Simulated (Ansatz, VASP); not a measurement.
# HC in VASP and in Ansatz

```
C H
1.0
    12.00000    0.00000    0.00000
     0.00000   12.50000    0.00000
     0.00000    0.00000   13.00000
C H
2 2
Direct
  0.50000 0.50000 0.54640
  0.50000 0.50000 0.45360
  0.50000 0.50000 0.37126
  0.50000 0.50000 0.62874
```

Alike in both runs: task single point; functional LDA; k mesh 1 × 1 × 1; no spin polarisation.

|  | VASP | Ansatz |
| --- | --- | --- |
| version | VASP 6.6.1 | Ansatz 0.2.0 |
| potentials or method | VASP PAW LDA potentials, release 64 (C, H) | scalar-relativistic, plane waves, PAW |
| plane-wave cutoff (eV) | 520 | 420 |
| occupations | gaussian, width 0.01 eV | fixed |
| valence electrons in the cell | 10 | 10 |

VASP gave:

```
rms of the force components (eV/Å) : 0.280
```

**Question.** Which values does Ansatz return?

**Answer.** rms of the force components (eV/Å): 0.308.

LDA's correlation is that of Perdew and Zunger in VASP and of Perdew and Wang (1992) in Ansatz. Atom by atom the forces differ by 0.030 eV/Å (rms over components).
